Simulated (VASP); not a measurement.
Here is a VASP 6.6.1 calculation.

POSCAR

```
KBr
1.0
    0.0000000000      3.2925000000      3.2925000000
    3.2925000000      0.0000000000      3.2925000000
    3.2925000000      3.2925000000      0.0000000000
K Br
1 1
Direct
    0.0227790433      0.0227790433     -0.0227790433
    0.5000000000      0.5000000000      0.5000000000
```

The input INCAR.step1:

```
PREC = Accurate
ENCUT = 520
ISMEAR = 0
SIGMA = 0.05
LREAL = False
LASPH = True
NELM = 80
NBANDS = 15
GGA = PE
ALGO = Normal
EDIFF = 1E-4
LWAVE = True
LCHARG = False
```

Contents of INCAR.step2:

```
PREC = Accurate
ENCUT = 520
EDIFF = 1E-6
ISMEAR = 0
SIGMA = 0.05
LREAL = False
LASPH = True
NELM = 80
ALGO = Normal
ISIF = 2
LWAVE = False
LCHARG = True
METAGGA = R2SCAN
LMIXTAU = True
LELF = True
LVHAR = True
NBANDS = 15
ISTART = 1
```

File KPOINTS:

```
Automatic mesh
0
Gamma
  6 6 6
```

Potentials or basis: VASP PAW PBE potentials, release 64 (K_sv, Br).

The run is started by

```sh
$ cat potpaw_PBE.64/K_sv/POTCAR potpaw_PBE.64/Br/POTCAR > POTCAR
$ cp INCAR.step1 INCAR
$ mpirun -np 1 vasp_std > vasp.out
$ cp INCAR.step2 INCAR
$ mpirun -np 1 vasp_std > vasp.out
```

Problem. What does it give for the band gap on the k mesh?

Solution. 5.10 eV.

Problem. Estimate the largest force.

Solution. 0.221 eV/Å.

Problem. Predict the pressure.

Solution. 0.3 GPa.

Forces on the atoms (eV/Å):
```
K    0.000  0.000 -0.221
Br   0.000  0.000  0.221
```

Caveat: the cell differs from its parent crystal (all K atoms moved -0.150 Å, as atom 1 towards its neighbour atom 2 (Br) at 3.292 Å); the PAW data sets were made with another functional, which shifts forces and pressure a little.
